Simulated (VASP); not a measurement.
The system is CuO.

```
Cu O
1.0
     2.34185   -1.71130    0.00000
     2.34185    1.71130    0.00000
    -0.85003    0.00000    5.05787
Cu O
2 2
Direct
  0.50000 0.00000 0.50000
  0.00000 0.50000 0.00000
  0.41840 0.58160 0.75000
  0.58160 0.41840 0.25000
```

* Program: VASP 6.6.1
* Task: relaxation of cell and atoms
* Functional: RPBE
* Dispersion: D3(BJ)
* Potentials or basis: VASP PAW PBE potentials, release 64 (Cu, O)
* Cutoff: 600 eV
* k mesh: 10 × 10 × 5
* Occupations: fermi-dirac, width 0.05 eV
* Spin: no spin polarisation

At the start: pressure -11.3 GPa; volume 10.13 Å³/atom.

Q: How do energy, volume and symmetry change on relaxing?

A: Over 33 steps the energy falls by 68.3 meV/atom and the volume is 8.77 Å³/atom (-13.5 %); space group C2/c (No. 15, to 0.1 Å) before and after.

Step by step:
```csv
step,energy change (eV),largest force (eV/Å),pressure (GPa),volume (Å³)
1,0.0000,0.0928,-11.26,40.54
2,-0.0595,0.4904,9.53,36.50
3,-0.0997,0.2365,0.41,37.98
4,-0.1249,0.3330,0.27,37.72
5,-0.1521,0.5918,0.90,36.97
6,-0.1681,0.5126,0.09,36.92
7,-0.1993,0.3016,-2.28,36.73
8,-0.1977,0.0255,-5.40,36.28
9,-0.2075,0.1519,-3.96,36.53
10,-0.2355,0.1207,0.39,35.58
11,-0.2382,0.1085,2.42,35.20
12,-0.2519,0.0362,0.89,35.35
13,-0.2592,0.0582,-1.12,35.56
14,-0.2645,0.0086,0.21,35.33
15,-0.2652,0.0413,0.88,35.21
16,-0.2674,0.0533,-0.46,35.39
17,-0.2676,0.0565,-0.79,35.44
18,-0.2699,0.0682,-0.28,35.33
19,-0.2712,0.0823,0.41,35.19
20,-0.2724,0.0175,-0.42,35.28
21,-0.2724,0.0175,-0.44,35.28
22,-0.2726,0.0094,0.30,35.14
23,-0.2726,0.0123,0.04,35.19
24,-0.2727,0.0126,0.05,35.17
25,-0.2729,0.0169,0.21,35.12
26,-0.2728,0.0242,0.44,35.01
27,-0.2730,0.0193,0.30,35.09
28,-0.2730,0.0153,0.14,35.10
29,-0.2731,0.0087,-0.18,35.13
30,-0.2731,0.0069,-0.16,35.12
31,-0.2732,0.0003,-0.10,35.09
32,-0.2732,0.0108,0.02,35.04
33,-0.2732,0.0046,-0.03,35.07
```

Final structure:
```
Cu O
1.0
     2.44897   -1.48869   -0.14317
     2.44897    1.48869   -0.14317
    -1.20692    0.00000    4.87969
Cu O
2 2
Direct
  0.50000 0.00000 0.50000
  0.00000 0.50000 0.00000
  0.32147 0.67853 0.75000
  0.67853 0.32147 0.25000
```

Caveat: the dispersion term is far too large for a dense solid, which distorts pressure and volume; the PAW data sets were made with another functional, which shifts forces and pressure a little.
